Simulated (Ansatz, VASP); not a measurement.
One calculation of Co, two programs

File INCAR:

```
ALGO = Normal
EDIFF = 1E-6
ENCUT = 520
ISIF = 2
ISMEAR = -1
ISPIN = 2
LASPH = T
LCHARG = F
LMAXMIX = 4
LORBIT = 11
LREAL = F
LWAVE = F
MAGMOM = 1.594 1.614 1.614
NBANDS = 24
NELM = 150
PREC = Accurate
SIGMA = 0.05
```

Contents of KPOINTS:

```
k-points
0
Gamma
  12 12 17
```

File POSCAR:

```
Co
1.0
    3.8556030654      0.0000000000      0.0000000000
   -1.9278015327      3.3390502015      0.0000000000
    0.0000000000      0.0000000000      2.3767076119
Co
3
Direct
    0.0000000000      0.0000000000      0.0000000000
    0.3333333333      0.6666666667      0.5000000000
    0.6666666667      0.3333333333      0.5000000000
```

Input for Ansatz:

```yaml
crystal:
  lattice:
    - [3.8556030654, 0.0, 0.0]
    - [-1.9278015327, 3.3390502015, 0.0]
    - [0.0, 0.0, 2.3767076119]
  atoms:
    - { symbol: Co, position: [0.0, 0.0, 0.0], spin: 1.594 }
    - { symbol: Co, position: [0.3333333333, 0.6666666667, 0.5], spin: 1.614 }
    - { symbol: Co, position: [0.6666666667, 0.3333333333, 0.5], spin: 1.614 }
hamiltonian:
  xc: lda
  pseudopotentials:
    kind: paw
    azcp:
      Co: "pseudopotentials/Co.paw.azcp"
basis:
  ecutwfc: 420
  fft_grid_basis: typed
kpoints:
  mp_grid: { grid: [12, 12, 17], shift: [0, 0, 0] }
magnetization:
  spin_polarized: true
scf:
  occupations: { method: fermi_dirac, width: 0.05 }
```

Alike in both runs: task single point; functional LDA; k mesh 12 × 12 × 17; occupations fermi-dirac, width 0.05 eV; collinear spin.

```csv
,VASP,Ansatz
version,VASP 6.6.1,Ansatz 0.2.0
potentials or method,"VASP PAW LDA potentials, release 64 (Co), cutoff 520 eV","plane waves (420 eV) with PAW, scalar-relativistic"
valence electrons in the cell,27,51
```

Ansatz gave:

```
net moment per atom (μB)                                      : 1.56
size of the moment on the site where the two differ most (μB) : 1.60
```

**Question.** Which values does VASP return?

**Answer.** net moment per atom (μB): 1.52; size of the moment on the site where the two differ most (μB): 1.52.

Ansatz warns that its potentials were made for another functional, while VASP's fit it. LDA's correlation is that of Perdew and Zunger in VASP and of Perdew and Wang (1992) in Ansatz. Site moments also hang on the region over which each program counts them. VASP's potentials hold 27 valence electrons a cell and Ansatz's 51, so a difference there can come from the potentials and not from the codes.
